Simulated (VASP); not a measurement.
# MoS2 in VASP: a series of runs

MoS2 is run at these levels: PBE+D3(BJ); tasks: single point.

Program: VASP 6.6.1. These are calculated values, not measurements. Logs are shortened: lines on timing, memory, paths and dates and some standing lists are left out, and cuts for length are marked.

### 1 The cell of the first run

The cell holds a slab with vacuum, 3 atoms: a = 3.154 Å, b = 3.154 Å, c = 23.012 Å, α = 90.00°, β = 90.00°, γ = 120.00°.

### 2 Single point, PBE+D3(BJ), collinear spin

File INCAR:

```
SYSTEM = MoS2
PREC     = Accurate       ! precision mode
ENCUT    = 520            ! plane-wave cutoff, eV
EDIFF    = 1E-7           ! SCF threshold, eV
ISMEAR   = 0              ! smearing method
SIGMA    = 0.05           ! smearing width, eV
LREAL    = .False.        ! projectors in reciprocal space
LASPH    = .True.         ! aspherical terms in the spheres
NELM     = 150            ! most SCF steps
ALGO     = Normal         ! electronic algorithm
ISIF     = 2              ! what is computed and relaxed
LWAVE    = .False.        ! write WAVECAR
LCHARG   = .False.        ! write CHGCAR
ISPIN    = 2              ! spin polarisation
MAGMOM   = 0 0 1          ! initial moments
LORBIT   = 11             ! projections on sites
LMAXMIX  = 4              ! l up to which the mixer works
LDIPOL   = .True.       
IDIPOL   = 3            
DIPOL    = 0.5 0.5 0.500
GGA      = PE             ! functional
IVDW     = 12             ! dispersion correction
NBANDS   = 24             ! bands
```

File KPOINTS:

```
Automatic mesh
0
Gamma
  12 12 1
  0 0 0
```

File POSCAR:

```
MoS2
1.0
    3.1539428562      0.0000000000      0.0000000000
   -1.5769714281      2.7313946356      0.0000000000
    0.0000000000      0.0000000000     23.0122751980
S Mo
2 1
Direct
    0.3333333333      0.6666666667      0.4318873414
    0.3333333333      0.6666666667      0.5681126598
    0.6666666667      0.3333333333      0.4999999988
```

Potentials or basis: VASP PAW PBE potentials, release 64 (S, Mo_sv).

Started as:

```sh
$ cat potpaw_PBE.64/S/POTCAR potpaw_PBE.64/Mo_sv/POTCAR > POTCAR
$ mpirun -np 1 vasp_std > vasp.out
```

OUTCAR:

```text
SYSTEM = MoS2
   PREC = Accurate
   ENCUT = 520
   EDIFF = 1E-7
   ISMEAR = 0
   LREAL = .False.
   LASPH = .True.
   NELM = 150
   ISIF = 2
   ISPIN = 2
   LORBIT = 11
   GGA = PE
   IVDW = 12
 IVDW          = 12

 ion  position               nearest neighbor table
   1  0.333  0.667  0.432-   3 2.40   3 2.40   3 2.40
   2  0.333  0.667  0.568-   3 2.40   3 2.40   3 2.40
   3  0.667  0.333  0.500-   1 2.40   1 2.40   1 2.40   2 2.40   2 2.40   2 2.40

  LATTYP: Found a hexagonal cell.
 ALAT       =     3.1539428562
 C/A-ratio  =     7.2963513441

  Lattice vectors:

 A1 = (   3.1539428562,   0.0000000000,   0.0000000000)
 A2 = (  -1.5769714281,   2.7313946356,   0.0000000000)
 A3 = (   0.0000000000,   0.0000000000,  23.0122751980)

Analysis of symmetry for initial positions (statically):
=====================================================================
 Subroutine PRICEL returns:
 Original cell was already a primitive cell.

 Routine SETGRP: Setting up the symmetry group for a
 hexagonal supercell.

 Subroutine GETGRP returns: Found 12 space group operations
 (whereof 12 operations were pure point group operations)
 out of a pool of 24 trial point group operations.

The static configuration has the point symmetry D_3h.

Analysis of symmetry for dynamics (positions and initial velocities):
=====================================================================
 Subroutine PRICEL returns:
 Original cell was already a primitive cell.

 Routine SETGRP: Setting up the symmetry group for a
 hexagonal supercell.

 Subroutine GETGRP returns: Found 12 space group operations
 (whereof 12 operations were pure point group operations)
 out of a pool of 24 trial point group operations.

The dynamic configuration has the point symmetry D_3h.

Analysis of structural, dynamic, and magnetic symmetry:
=====================================================================
 Subroutine PRICEL returns:
 Original cell was already a primitive cell.

 Routine SETGRP: Setting up the symmetry group for a
 hexagonal supercell.

 Subroutine GETGRP returns: Found 12 space group operations
 (whereof 12 operations were pure point group operations)
 out of a pool of 24 trial point group operations.

The overall configuration has the point symmetry D_3h.

 Subroutine INISYM returns: Found 12 space group operations
 (whereof 12 operations are pure point group operations),
 and found     1 'primitive' translations

----------------------------------------------------------------------------------------

                                     Primitive cell

  volume of cell :     198.2430

  direct lattice vectors                    reciprocal lattice vectors
     3.153942856  0.000000000  0.000000000     0.317063449  0.183056668  0.000000000
    -1.576971428  2.731394636  0.000000000     0.000000000  0.366113335  0.000000000
     0.000000000  0.000000000 23.012275198     0.000000000  0.000000000  0.043455069

  length of vectors
     3.153942856  3.153942856 23.012275198     0.366113335  0.366113335  0.043455069

  position of ions in fractional coordinates (direct lattice)
     0.333333333  0.666666667  0.431887341
     0.333333333  0.666666667  0.568112660
     0.666666667  0.333333333  0.499999999

  ion indices of the primitive-cell ions
   primitive index   ion index
                 1           1
                 2           2
                 3           3

----------------------------------------------------------------------------------------

 KPOINTS: Automatic mesh

Automatic generation of k-mesh.
 Grid dimensions read from file:
 generate k-points for:   12   12    1

 Generating k-lattice:

  Cartesian coordinates                     Fractional coordinates (reciprocal lattice)
     0.026421954  0.015254722  0.000000000     0.083333333  0.000000000  0.000000000
     0.000000000  0.030509445  0.000000000     0.000000000  0.083333333  0.000000000
     0.000000000  0.000000000  0.043455069     0.000000000  0.000000000  1.000000000

  Length of vectors
     0.030509445  0.030509445  0.043455069

  Shift w.r.t. Gamma in fractional coordinates (k-lattice)
     0.000000000  0.000000000  0.000000000

 Subroutine IBZKPT returns following result:
 ===========================================

 Found     19 irreducible k-points:

 Following reciprocal coordinates:
            Coordinates               Weight
  0.000000  0.000000  0.000000      1.000000
  0.083333 -0.000000  0.000000      6.000000
  0.166667 -0.000000  0.000000      6.000000
  0.250000 -0.000000  0.000000      6.000000
  0.333333 -0.000000  0.000000      6.000000
  0.416667 -0.000000  0.000000      6.000000
[... 11 lines left out ...]
  0.333333  0.250000  0.000000     12.000000
  0.333333  0.333333  0.000000      2.000000
   k-points           NKPTS =     19   k-points in BZ     NKDIM =     19   number of bands    NBANDS=     24
   number of dos      NEDOS =    301   number of ions     NIONS =      3
   total plane-waves  NPLWV = 103680
   dimension x,y,z NGX =    24 NGY =   24 NGZ =  180
   dimension x,y,z NGXF=    48 NGYF=   48 NGZF=  360
   ions per type =               2   1
   NGX,Y,Z   is equivalent  to a cutoff of  12.65, 12.65, 13.00 a.u.
   NGXF,Y,Z  is equivalent  to a cutoff of  25.30, 25.30, 26.01 a.u.
 SYSTEM =  MoS2
   PREC   = accura    normal or accurate (medium, high low for compatibility)
   ISTART =      0    job   : 0-new  1-cont  2-samecut
   ICHARG =      2    charge: 1-file 2-atom 10-const
   ISPIN  =      2    spin polarized calculation?
   LNONCOLLINEAR =      F non collinear calculations
   LSORBIT =      F    spin-orbit coupling
   LASPH  =      T    aspherical Exc in radial PAW
   ENCUT  =  520.0 eV  38.22 Ry    6.18 a.u.   5.86  5.86 42.79*2*pi/ulx,y,z
   NELM   =    150;   NELMIN=  2; NELMDL= -5     # of ELM steps
   EDIFF  = 0.1E-06   stopping-criterion for ELM
   LREAL  =      F    real-space projection
   EDIFFG = 0.1E-05   stopping-criterion for IOM
   NSW    =      0    number of steps for IOM
   IBRION =     -1    ionic relax: 0-MD 1-quasi-New 2-CG
   NFREE  =      0    steps in history (QN), initial steepest desc. (CG)
   ISIF   =      2    stress and relaxation
   ISYM   =      2    0-nonsym 1-usesym 2-fastsym
   POTIM  = 0.5000    time-step for ionic-motion
   TEBEG  =    0.0;   TEEND  =   0.0 temperature during run
   PSTRESS=    0.0 pullay stress
   NELECT =      26.0000    total number of electrons
   NUPDOWN=      -1.0000    fix difference up-down
   EMIN   =  10.00;   EMAX   =-10.00  energy-range for DOS
   EFERMI =   0.00;   METHOD = LEGACY
   ISMEAR =     0;   SIGMA  =   0.05  broadening in eV -4-tet -1-fermi 0-gaus
   EFERMI_NEDOS =   21; number of points for ismear=-14 and -15
   IALGO  =     38    algorithm
   IMIX   =      4    mixing-type and parameters
     AMIX     =   0.40;   BMIX     =  1.00
     AMIX_MAG =   1.60;   BMIX_MAG =  1.00
  volume/ion in A,a.u.               =      66.08       445.94
  Fermi-wavevector in a.u.,A,eV,Ry     =   0.831764  1.571806  9.412932  0.691831
  Thomas-Fermi vector in A             =   1.944706
   LORBIT       =     11    0 simple, 1 ext, 2 COOP (PROOUT), +10 PAW based schemes
   GGA     = PE    functional components
   LHFCALC =     F    Hartree Fock is set to
   AEXX    =    0.0000 exact exchange contribution
   IVDW    =    12    specifies the selected vdW correction
   LEPSILON=     F    determine dielectric tensor
   LRPA    =     F    only Hartree local field effects (RPA)
 spin polarized calculation
 Gauss-broadening in eV      SIGMA  =   0.05
  energy-cutoff  :      520.00
  volume of cell :      198.24
 maximum number of plane-waves:      5372
 NGX is ok and might be reduce to    24
   NGX = 11   NGY = 11   NGZ = 85

 dipolmoment           0.000000      0.000000     -0.000000 electrons x Angstroem

 number of electron      26.0000000 magnetization       0.0000090

 dipolmoment           0.000000      0.000000      0.000000 electrons x Angstroem

 Free energy of the ion-electron system (eV)
  ---------------------------------------------------
  ext. energy  EPLUGINS =         0.00000000
  ---------------------------------------------------
  free energy    TOTEN  =       -21.84383823 eV

  energy without entropy =      -21.84383823  energy(sigma->0) =      -21.84383823

 E-fermi :  -2.1333     XC(G=0):  -3.3458

 val. band max:       -2.4563559060   @ k =   0.3333   0.3333   0.0000
 cond. band min:      -0.6750049226   @ k =   0.3333   0.3333   0.0000
 fundamental gap:      1.7813509834
 Fermi energy:        -2.1333162511

 spin component 1

 k-point     1 :       0.0000    0.0000    0.0000
  band No.  band energies     occupation
      1     -63.2913      1.00000
      2     -37.4511      1.00000
      3     -37.2128      1.00000
      4     -37.2128      1.00000
      5     -16.6179      1.00000
      6     -15.3156      1.00000
[... 16 lines left out ...]
     23       5.2581      0.00000
     24       6.4383      0.00000

 k-point     2 :       0.0833   -0.0000    0.0000
  band No.  band energies     occupation
      1     -63.2885      1.00000
      2     -37.4456      1.00000
      3     -37.2408      1.00000
      4     -37.2192      1.00000
      5     -16.5115      1.00000
      6     -15.2711      1.00000
[... 16 lines left out ...]
     23       5.4053      0.00000
     24       6.5692      0.00000
[... 430 lines left out ...]
     23       8.6609      0.00000
     24       8.7544      0.00000

 k-point    19 :       0.3333    0.3333    0.0000
  band No.  band energies     occupation
      1     -63.2438      1.00000
      2     -37.5181      1.00000
      3     -37.4727      1.00000
      4     -37.3584      1.00000
      5     -14.3760      1.00000
      6     -14.3521      1.00000
[... 16 lines left out ...]
     23       9.3059      0.00000
     24       9.3500      0.00000
 Fermi energy:        -2.1333162511

 spin component 2

 k-point     1 :       0.0000    0.0000    0.0000
  band No.  band energies     occupation
      1     -63.2913      1.00000
      2     -37.4511      1.00000
      3     -37.2128      1.00000
      4     -37.2128      1.00000
      5     -16.6179      1.00000
      6     -15.3156      1.00000
[... 16 lines left out ...]
     23       5.2917      0.00000
     24       6.4502      0.00000

 k-point     2 :       0.0833   -0.0000    0.0000
  band No.  band energies     occupation
      1     -63.2885      1.00000
      2     -37.4456      1.00000
      3     -37.2408      1.00000
      4     -37.2192      1.00000
      5     -16.5115      1.00000
      6     -15.2711      1.00000
[... 16 lines left out ...]
     23       5.4382      0.00000
     24       6.5814      0.00000
[... 430 lines left out ...]
     23       8.6935      0.00000
     24       8.7591      0.00000

 k-point    19 :       0.3333    0.3333    0.0000
  band No.  band energies     occupation
      1     -63.2438      1.00000
      2     -37.5181      1.00000
      3     -37.4727      1.00000
      4     -37.3584      1.00000
      5     -14.3760      1.00000
      6     -14.3521      1.00000
[... 16 lines left out ...]
     23       9.3081      0.00000
     24       9.3501      0.00000

------------------------ aborting loop because EDIFF is reached ----------------------------------------

 vacuum level on the upper side and lower side of the slab       (xc-potential included)         0.011         0.011

 Edisp (eV)   -0.95797

 E8    (eV) :    -0.4145

  FORCE on cell =-STRESS in cart. coord.  units (eV):
  Direction    XX          YY          ZZ          XY          YZ          ZX
  --------------------------------------------------------------------------------------
  -------------------------------------------------------------------------------------
  Total      -0.03563    -0.03563    -0.06218     0.00000    -0.00000     0.00000
  in kB      -0.28799    -0.28799    -0.50254     0.00000    -0.00000     0.00000
  external pressure =       -0.36 kB  Pullay stress =        0.00 kB

 VOLUME and BASIS-vectors are now :
 -----------------------------------------------------------------------------
  energy-cutoff  :      520.00
  volume of cell :      198.24
      direct lattice vectors                 reciprocal lattice vectors
     3.153942856  0.000000000  0.000000000     0.317063449  0.183056668  0.000000000
    -1.576971428  2.731394636  0.000000000     0.000000000  0.366113335  0.000000000
     0.000000000  0.000000000 23.012275198     0.000000000  0.000000000  0.043455069

 POSITION                                       TOTAL-FORCE (eV/Angst)
 -----------------------------------------------------------------------------------
     -0.00000      1.82093      9.93871         0.000000      0.000000      0.011485
     -0.00000      1.82093     13.07356         0.000000      0.000000     -0.011485
      1.57697      0.91046     11.50614        -0.000000     -0.000000      0.000000
 -----------------------------------------------------------------------------------
    total drift:                               -0.000000      0.000000      0.000065

  FREE ENERGIE OF THE ION-ELECTRON SYSTEM (eV)
  ---------------------------------------------------
  free  energy   TOTEN  =       -22.8018076034 eV

  energy  without entropy=      -22.8018076034  energy(sigma->0) =      -22.80180760

 vacuum level on the upper side and lower side of the slab         3.434         3.434

 total charge

# of ion       s       p       d       tot
------------------------------------------
    1        1.363   2.343   0.000   3.707
    2        1.363   2.343   0.000   3.707
    3        2.292   6.224   3.955  12.471
--------------------------------------------------
tot          5.019  10.910   3.955  19.884

 magnetization (x)

# of ion       s       p       d       tot
------------------------------------------
    1       -0.000  -0.000   0.000  -0.000
    2       -0.000  -0.000   0.000  -0.000
    3       -0.000  -0.000   0.000   0.000
--------------------------------------------------
tot         -0.000  -0.000   0.000  -0.000
```

It took 4.2 min on 1 thread of Intel Xeon Platinum 8259CL at 2.50GHz (Skylake/Cascade Lake), shared host; peak memory 0.47 GiB.

Results:

| Quantity | Value |
| --- | --- |
| Free energy | -22.8018 eV |
| Largest force | 0.011 eV/Å |
| Band gap on the k mesh | 1.78 eV |
| Net moment | 0.00 μB per cell |
| Valence electrons inside the program's atomic spheres | S 3.71; Mo 12.47 |
| Dispersion energy per atom | -0.319 eV |

Forces on the atoms (eV/Å):
```
S    0.000  0.000  0.011
S    0.000  0.000 -0.011
Mo   0.000  0.000  0.000
```

### 3 Single point, PBE+D3(BJ), collinear spin

This run uses another cell than the first one.

File INCAR:

```
PREC = Accurate
ENCUT = 520
EDIFF = 1E-6
ISMEAR = 0
SIGMA = 0.05
LREAL = F
LASPH = T
NELM = 150
ALGO = Normal
ISIF = 2
LWAVE = F
LCHARG = T
ISPIN = 2
MAGMOM = 0 0 1
LORBIT = 11
LMAXMIX = 4
LDIPOL = T
IDIPOL = 3
DIPOL = 0.5 0.5 0.500
GGA = PE
IVDW = 12
LELF = T
LVHAR = T
LVACPOTAV = T
NBANDS = 24
```

File KPOINTS:

```
Automatic mesh
0
Gamma
  12 12 1
```

File POSCAR:

```
MoS2
1.0
    3.1610016000      0.0000000000      0.0000000000
   -1.5805008000      2.7375076900      0.0000000000
    0.0000000000      0.0000000000     23.0122751980
S Mo
2 1
Direct
    0.3333333300      0.6666666700      0.4345506871
    0.3333333300      0.6666666700      0.5654493129
    0.6666666700      0.3333333300      0.5000000000
```

Potentials or basis: VASP PAW PBE potentials, release 64 (S, Mo_sv).

Started as:

```sh
$ cat potpaw_PBE.64/S/POTCAR potpaw_PBE.64/Mo_sv/POTCAR > POTCAR
$ mpirun -np 1 vasp_std > vasp.out
```

OUTCAR:

```text
PREC = Accurate
   ENCUT = 520
   EDIFF = 1E-6
   ISMEAR = 0
   LREAL = F
   LASPH = T
   NELM = 150
   ISIF = 2
   ISPIN = 2
   LORBIT = 11
   GGA = PE
   IVDW = 12
 IVDW          = 12

 ion  position               nearest neighbor table
   1  0.333  0.667  0.435-   3 2.37   3 2.37   3 2.37
   2  0.333  0.667  0.565-   3 2.37   3 2.37   3 2.37
   3  0.667  0.333  0.500-   1 2.37   2 2.37   1 2.37   2 2.37   1 2.37   2 2.37

  LATTYP: Found a hexagonal cell.
 ALAT       =     3.1610016000
 C/A-ratio  =     7.2800580670

  Lattice vectors:

[... 1247 lines left out ...]
  energy-cutoff  :      520.00
  volume of cell :      199.13
      direct lattice vectors                 reciprocal lattice vectors
     3.161001600  0.000000000  0.000000000     0.316355424  0.182647889  0.000000000
    -1.580500800  2.737507690  0.000000000     0.000000000  0.365295777  0.000000000
     0.000000000  0.000000000 23.012275198     0.000000000  0.000000000  0.043455069

 POSITION                                       TOTAL-FORCE (eV/Angst)
 -----------------------------------------------------------------------------------
     -0.00000      1.82501     10.00000         0.000000     -0.000000     -1.190403
     -0.00000      1.82501     13.01228         0.000000      0.000000      1.190403
      1.58050      0.91250     11.50614        -0.000000      0.000000      0.000000
 -----------------------------------------------------------------------------------
    total drift:                               -0.000013      0.000008     -0.000000

  FREE ENERGIE OF THE ION-ELECTRON SYSTEM (eV)
  ---------------------------------------------------
  free  energy   TOTEN  =       -22.7337552255 eV

  energy  without entropy=      -22.7337552255  energy(sigma->0) =      -22.73375523

 vacuum level on the upper side and lower side of the slab         3.432         3.432

 total charge

# of ion       s       p       d       tot
------------------------------------------
    1        1.362   2.369   0.000   3.731
    2        1.362   2.369   0.000   3.731
    3        2.305   6.241   4.024  12.570
--------------------------------------------------
tot          5.030  10.978   4.024  20.032

 magnetization (x)

# of ion       s       p       d       tot
------------------------------------------
    1       -0.000  -0.000   0.000  -0.000
    2       -0.000  -0.000   0.000  -0.000
    3        0.000  -0.000   0.000   0.000
--------------------------------------------------
tot         -0.000  -0.000   0.000  -0.000
```

stdout:

```text
POSCAR found type information on POSCAR S Mo
 POSCAR found :  2 types and       3 ions
 scaLAPACK will be used
 LDA part: xc-table for (Slater+PW92), standard interpolation
 POSCAR, INCAR and KPOINTS ok, starting setup
 FFT: planning ... GRIDC
 FFT: planning ... GRID_SOFT
 FFT: planning ... GRID
 WAVECAR not read
 entering main loop
 -----------------------------------------------------------------------------
|                                                                             |
|           W    W    AA    RRRRR   N    N  II  N    N   GGGG   !!!           |
|           W    W   A  A   R    R  NN   N  II  NN   N  G    G  !!!           |
|           W    W  A    A  R    R  N N  N  II  N N  N  G       !!!           |
|           W WW W  AAAAAA  RRRRR   N  N N  II  N  N N  G  GGG   !            |
|           WW  WW  A    A  R   R   N   NN  II  N   NN  G    G                |
|           W    W  A    A  R    R  N    N  II  N    N   GGGG   !!!           |
|                                                                             |
|     Did not find any points to average over, which means that no vacuum     |
|     field-free region was found. Please increase the size of  your cell     |
|     in the dimension of the dipole correction to obtain accurate            |
|     workfunction values.                                                    |
|                                                                             |
 -----------------------------------------------------------------------------
```

Wall time 4.1 min (1 thread of Intel Xeon Platinum 8259CL at 2.50GHz (Skylake/Cascade Lake), shared host); peak memory 0.47 GiB.

What came out:

| Item | Value |
| --- | --- |
| Free energy | -22.7338 eV |
| Largest force | 1.190 eV/Å |
| Band gap on the k mesh | 1.41 eV (least direct gap 1.65 eV) |
| Net moment | 0.00 μB per cell |
| Valence electrons inside the program's atomic spheres | S 3.73; Mo 12.57 |
| Dispersion energy per atom | -0.322 eV |

Forces in eV/Å, atoms in the order of the input:
```
S    0.000  0.000 -1.190
S    0.000  0.000  1.190
Mo   0.000  0.000  0.000
```
